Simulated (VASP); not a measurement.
# Na4Li2Hg (I4/mmm) in VASP: single point with PBE

Aim: the single point of Na4Li2Hg with PBE.

All numbers are computed with VASP 6.6.1; they aren't measurements. Logs are shortened: lines on timing, memory, paths and dates and some standing lists are left out, and cuts for length are marked.

### 1 The cell of the first run

Symmetry: I4/mmm, No. 139, tetragonal system. The conventional cell has a = 5.686 Å, b = 5.686 Å, c = 16.073 Å, α = 90.00°, β = 90.00°, γ = 90.00°. Within 3.7 Å of Na (site symmetry mmm) lie 2 Hg at 2.84 Å and 4 Li at 3.28 Å. Na (site symmetry 4mm) has 1 Hg at 3.04 Å and 1 Li at 3.36 Å within 4.0 Å. Li (site symmetry 4mm) has 1 Li at 3.27 Å and 9 Na at 3.28 to 4.26 Å and 4 Hg at 4.34 Å within 4.4 Å. Within 3.7 Å of Hg (site symmetry 4/mmm) lie 6 Na at 2.84 to 3.04 Å.

### 2 Single point, PBE

The input, INCAR:

```
PREC = Accurate ; ENCUT = 520
EDIFF = 1E-6 ; ISMEAR = 0
SIGMA = 0.1 ; LREAL = F
LASPH = T ; NELM = 80
ALGO = Fast ; ISIF = 2
LWAVE = F ; LCHARG = T
GGA = PE ; LELF = T
LVHAR = T ; NBANDS = 32
```

The input, KPOINTS:

```
regular mesh
0
Gamma
  6 6 6
```

The input, POSCAR:

```
Na4Li2Hg
1.0
   -2.8431682881      2.8431682881      8.0366238171
    2.8431682881     -2.8431682881      8.0366238171
    2.8431682881      2.8431682881     -8.0366238171
Na Li Hg
4 2 1
Direct
    0.5000000000      0.0000000000      0.5000000000
    0.0000000000      0.5000000000      0.5000000000
    0.1890127833      0.1890127833      0.0000000000
    0.8109872167      0.8109872167      0.0000000000
    0.3983177117      0.3983177117      0.0000000000
    0.6016822883      0.6016822883      0.0000000000
    0.0000000000      0.0000000000      0.0000000000
```

Potentials or basis: VASP PAW PBE potentials, release 64 (Na_pv, Li_sv, Hg).

Run with:

```sh
$ cat potpaw_PBE.64/Na_pv/POTCAR potpaw_PBE.64/Li_sv/POTCAR potpaw_PBE.64/Hg/POTCAR > POTCAR
$ mpirun -np 1 vasp_std > vasp.out
```

OUTCAR:

```text
PREC = Accurate
   ENCUT = 520
   EDIFF = 1E-6
   ISMEAR = 0
   LREAL = F
   LASPH = T
   NELM = 80
   ISIF = 2
   GGA = PE

 ion  position               nearest neighbor table
   1  0.500  0.000  0.500-   7 2.84   7 2.84
   2  0.000  0.500  0.500-   7 2.84   7 2.84
   3  0.189  0.189  0.000-   7 3.04
   4  0.811  0.811  0.000-   7 3.04
   5  0.398  0.398  0.000-
   6  0.602  0.602  0.000-
   7  0.000  0.000  0.000-   1 2.84   2 2.84   2 2.84   1 2.84   3 3.04   4 3.04

  LATTYP: Found a body centered tetragonal cell.
 ALAT       =     5.6863365762
 C/A-ratio  =     2.8266437308

  Lattice vectors:

 A1 = (  -2.8431682881,   2.8431682881,   8.0366238171)
 A2 = (   2.8431682881,  -2.8431682881,   8.0366238171)
 A3 = (   2.8431682881,   2.8431682881,  -8.0366238171)

Analysis of symmetry for initial positions (statically):
=====================================================================
 Subroutine PRICEL returns:
 Original cell was already a primitive cell.

 Routine SETGRP: Setting up the symmetry group for a
 body centered tetragonal supercell.

 Subroutine GETGRP returns: Found 16 space group operations
 (whereof 16 operations were pure point group operations)
 out of a pool of 16 trial point group operations.

The static configuration has the point symmetry D_4h.

Analysis of symmetry for dynamics (positions and initial velocities):
=====================================================================
 Subroutine PRICEL returns:
 Original cell was already a primitive cell.

 Routine SETGRP: Setting up the symmetry group for a
 body centered tetragonal supercell.

 Subroutine GETGRP returns: Found 16 space group operations
 (whereof 16 operations were pure point group operations)
 out of a pool of 16 trial point group operations.

The dynamic configuration has the point symmetry D_4h.

 Subroutine INISYM returns: Found 16 space group operations
 (whereof 16 operations are pure point group operations),
 and found     1 'primitive' translations

----------------------------------------------------------------------------------------

                                     Primitive cell

  volume of cell :     259.8596

  direct lattice vectors                    reciprocal lattice vectors
    -2.843168288  2.843168288  8.036623817     0.000000000  0.175860149  0.062215180
     2.843168288 -2.843168288  8.036623817     0.175860149  0.000000000  0.062215180
     2.843168288  2.843168288 -8.036623817     0.175860149  0.175860149  0.000000000

  length of vectors
     8.986352664  8.986352664  8.986352664     0.186540936  0.186540936  0.248703808

  position of ions in fractional coordinates (direct lattice)
     0.500000000  0.000000000  0.500000000
     0.000000000  0.500000000  0.500000000
     0.189012783  0.189012783  0.000000000
     0.810987217  0.810987217  0.000000000
     0.398317712  0.398317712  0.000000000
     0.601682288  0.601682288  0.000000000
     0.000000000  0.000000000  0.000000000

  ion indices of the primitive-cell ions
   primitive index   ion index
                 1           1
                 2           2
                 3           3
                 4           4
                 5           5
                 6           6
                 7           7

----------------------------------------------------------------------------------------

 KPOINTS: regular mesh

Automatic generation of k-mesh.
 Grid dimensions read from file:
 generate k-points for:    6    6    6

 Generating k-lattice:

  Cartesian coordinates                     Fractional coordinates (reciprocal lattice)
     0.000000000  0.029310025  0.010369197     0.166666667  0.000000000  0.000000000
     0.029310025  0.000000000  0.010369197     0.000000000  0.166666667  0.000000000
     0.029310025  0.029310025  0.000000000     0.000000000  0.000000000  0.166666667

  Length of vectors
     0.031090156  0.031090156  0.041450635

  Shift w.r.t. Gamma in fractional coordinates (k-lattice)
     0.000000000  0.000000000  0.000000000

 Subroutine IBZKPT returns following result:
 ===========================================

 Found     30 irreducible k-points:

 Following reciprocal coordinates:
            Coordinates               Weight
  0.000000  0.000000  0.000000      1.000000
  0.166667  0.000000  0.000000      8.000000
  0.333333 -0.000000  0.000000      8.000000
  0.500000  0.000000 -0.000000      4.000000
  0.166667  0.166667  0.000000      8.000000
  0.333333  0.166667  0.000000     16.000000
[... 16 lines left out ...]
 -0.333333 -0.333333  0.166667      8.000000
 -0.166667 -0.333333  0.166667      8.000000
 [... further k-points ...]
   k-points           NKPTS =     30   k-points in BZ     NKDIM =     30   number of bands    NBANDS=     32
   number of dos      NEDOS =    301   number of ions     NIONS =      7
   total plane-waves  NPLWV = 343000
   dimension x,y,z NGX =    70 NGY =   70 NGZ =   70
   dimension x,y,z NGXF=   140 NGYF=  140 NGZF=  140
   ions per type =               4   2   1
   NGX,Y,Z   is equivalent  to a cutoff of  12.95, 12.95, 12.95 a.u.
   NGXF,Y,Z  is equivalent  to a cutoff of  25.90, 25.90, 25.90 a.u.
 SYSTEM =  unknown system
   PREC   = accura    normal or accurate (medium, high low for compatibility)
   ISTART =      0    job   : 0-new  1-cont  2-samecut
   ICHARG =      2    charge: 1-file 2-atom 10-const
   ISPIN  =      1    spin polarized calculation?
   LNONCOLLINEAR =      F non collinear calculations
   LSORBIT =      F    spin-orbit coupling
   LASPH  =      T    aspherical Exc in radial PAW
   ENCUT  =  520.0 eV  38.22 Ry    6.18 a.u.  16.71 16.71 16.71*2*pi/ulx,y,z
   NELM   =     80;   NELMIN=  2; NELMDL= -5     # of ELM steps
   EDIFF  = 0.1E-05   stopping-criterion for ELM
   LREAL  =      F    real-space projection
   EDIFFG = 0.1E-04   stopping-criterion for IOM
   NSW    =      0    number of steps for IOM
   IBRION =     -1    ionic relax: 0-MD 1-quasi-New 2-CG
   NFREE  =      0    steps in history (QN), initial steepest desc. (CG)
   ISIF   =      2    stress and relaxation
   ISYM   =      2    0-nonsym 1-usesym 2-fastsym
   POTIM  = 0.5000    time-step for ionic-motion
   TEBEG  =    0.0;   TEEND  =   0.0 temperature during run
   PSTRESS=    0.0 pullay stress
   NELECT =      46.0000    total number of electrons
   NUPDOWN=      -1.0000    fix difference up-down
   EMIN   =  10.00;   EMAX   =-10.00  energy-range for DOS
   EFERMI =   0.00;   METHOD = LEGACY
   ISMEAR =     0;   SIGMA  =   0.10  broadening in eV -4-tet -1-fermi 0-gaus
   EFERMI_NEDOS =   21; number of points for ismear=-14 and -15
   IALGO  =     68    algorithm
   IMIX   =      4    mixing-type and parameters
     AMIX     =   0.40;   BMIX     =  1.00
     AMIX_MAG =   1.60;   BMIX_MAG =  1.00
  volume/ion in A,a.u.               =      37.12       250.52
  Fermi-wavevector in a.u.,A,eV,Ry     =   0.919210  1.737054 11.496191  0.844946
  Thomas-Fermi vector in A             =   2.044378
   LORBIT       =      0    0 simple, 1 ext, 2 COOP (PROOUT), +10 PAW based schemes
   GGA     = PE    functional components
   LHFCALC =     F    Hartree Fock is set to
   AEXX    =    0.0000 exact exchange contribution
   IVDW    =     0    specifies the selected vdW correction
   LEPSILON=     F    determine dielectric tensor
   LRPA    =     F    only Hartree local field effects (RPA)
 non-spin polarized calculation
 RMM-DIIS sequential band-by-band and
 Gauss-broadening in eV      SIGMA  =   0.10
  energy-cutoff  :      520.00
  volume of cell :      259.86
 maximum number of plane-waves:      7022
 NGX is ok and might be reduce to    70
   NGX = 33   NGY = 33   NGZ = 33

 number of electron      46.0000007 magnetization

 Free energy of the ion-electron system (eV)
  ---------------------------------------------------
  ext. energy  EPLUGINS =         0.00000000
  ---------------------------------------------------
  free energy    TOTEN  =        -8.46615961 eV

  energy without entropy =       -8.44781862  energy(sigma->0) =       -8.45698912

 E-fermi :   0.0350     XC(G=0):  -6.4410

 val. band max:        0.0140749773   @ k =   0.3333   0.1667   0.1667
 cond. band min:       0.0384887686   @ k =  -0.3333   0.3333   0.0000
 fundamental gap:      0.0244137913
 Fermi energy:         0.0349541440

 k-point     1 :       0.0000    0.0000    0.0000
  band No.  band energies     occupation
      1     -47.7764      2.00000
      2     -47.7751      2.00000
      3     -24.9845      2.00000
      4     -24.9834      2.00000
      5     -24.9762      2.00000
      6     -24.9762      2.00000
[... 24 lines left out ...]
     31       4.2740      0.00000
     32       4.2741      0.00000

 k-point     2 :       0.1667    0.0000    0.0000
  band No.  band energies     occupation
      1     -47.7764      2.00000
      2     -47.7751      2.00000
      3     -24.9845      2.00000
      4     -24.9834      2.00000
      5     -24.9761      2.00000
      6     -24.9761      2.00000
[... 24 lines left out ...]
     31       3.7162      0.00000
     32       4.1147      0.00000

 k-point     3 :       0.3333   -0.0000    0.0000
  band No.  band energies     occupation
      1     -47.7764      2.00000
      2     -47.7751      2.00000
      3     -24.9844      2.00000
      4     -24.9836      2.00000
      5     -24.9758      2.00000
      6     -24.9758      2.00000
[... 24 lines left out ...]
     31       3.3416      0.00000
     32       4.5391      0.00000

 k-point     4 :       0.5000    0.0000   -0.0000
  band No.  band energies     occupation
      1     -47.7764      2.00000
      2     -47.7751      2.00000
      3     -24.9843      2.00000
      4     -24.9837      2.00000
      5     -24.9754      2.00000
      6     -24.9754      2.00000
[... 654 lines left out ...]
     31       3.4470      0.00000
     32       4.1892      0.00000

 k-point    23 :      -0.3333   -0.3333    0.1667
  band No.  band energies     occupation
      1     -47.7764      2.00000
      2     -47.7751      2.00000
      3     -24.9842      2.00000
      4     -24.9837      2.00000
      5     -24.9762      2.00000
      6     -24.9757      2.00000
[... 24 lines left out ...]
     31       3.4483      0.00000
     32       3.9937      0.00000

 k-point    24 :      -0.1667   -0.3333    0.1667
  band No.  band energies     occupation
      1     -47.7764      2.00000
      2     -47.7751      2.00000
      3     -24.9843      2.00000
      4     -24.9836      2.00000
      5     -24.9761      2.00000
      6     -24.9761      2.00000
[... 24 lines left out ...]
     31       3.5659      0.00000
     32       4.0771      0.00000

 [... further k-points ...]

------------------------ aborting loop because EDIFF is reached ----------------------------------------

  FORCE on cell =-STRESS in cart. coord.  units (eV):
  Direction    XX          YY          ZZ          XY          YZ          ZX
  --------------------------------------------------------------------------------------
  -------------------------------------------------------------------------------------
  Total        0.4394229      0.4394229     -0.1761709      0.0000000     -0.0000000      0.0000000
  in kB        2.7092839      2.7092839     -1.0861903      0.0000000     -0.0000000      0.0000000
  external PRESSURE =       1.4441259 kB  Pullay stress =       0.0000000 kB

 VOLUME and BASIS-vectors are now :
 -----------------------------------------------------------------------------
  energy-cutoff  :      520.00
  volume of cell :      259.86
      direct lattice vectors                 reciprocal lattice vectors
    -2.843168288  2.843168288  8.036623817     0.000000000  0.175860149  0.062215180
     2.843168288 -2.843168288  8.036623817     0.175860149  0.000000000  0.062215180
     2.843168288  2.843168288 -8.036623817     0.175860149  0.175860149  0.000000000

 POSITION                                       TOTAL-FORCE (eV/Angst)
 -----------------------------------------------------------------------------------
      0.00000      2.84317      0.00000        -0.000000     -0.000000      0.000000
      2.84317      0.00000      0.00000        -0.000000     -0.000000      0.000000
      0.00000      0.00000      3.03805        -0.000000     -0.000000     -0.002738
      0.00000      0.00000     13.03520        -0.000000     -0.000000      0.002738
      0.00000      0.00000      6.40226         0.000000      0.000000     -0.012812
      0.00000      0.00000      9.67099         0.000000      0.000000      0.012812
      0.00000      0.00000      0.00000        -0.000000     -0.000000     -0.000000
 -----------------------------------------------------------------------------------
    total drift:                               -0.000000     -0.000000      0.000000

  FREE ENERGIE OF THE ION-ELECTRON SYSTEM (eV)
  ---------------------------------------------------
  free  energy   TOTEN  =        -8.4661596139 eV

  energy  without entropy=       -8.4478186196  energy(sigma->0) =       -8.45698912
```

Run time: 13 min. Hardware: 1 thread of Intel Xeon 6975P-C (Granite Rapids), shared host; peak memory 0.83 GiB.

Results:

```yaml
Free_energy: -8.4662 eV
Largest_force: 0.013 eV/Å
Band_gap_on_the_k_mesh: zero (bands 23 and 24 overlap by 0.69 eV)
```

Forces on the atoms (eV/Å):
```
Na   0.000  0.000  0.000
Na   0.000  0.000  0.000
Na   0.000  0.000 -0.003
Na   0.000  0.000  0.003
Li   0.000  0.000 -0.013
Li   0.000  0.000  0.013
Hg   0.000  0.000  0.000
```

Caveat: the cutoff is under 1.25 times the usual one of these potentials, so pressure, stress and relaxed cells hold a basis-set (Pulay) error; spin-orbit coupling is left out, which moves the levels of the heavy elements.
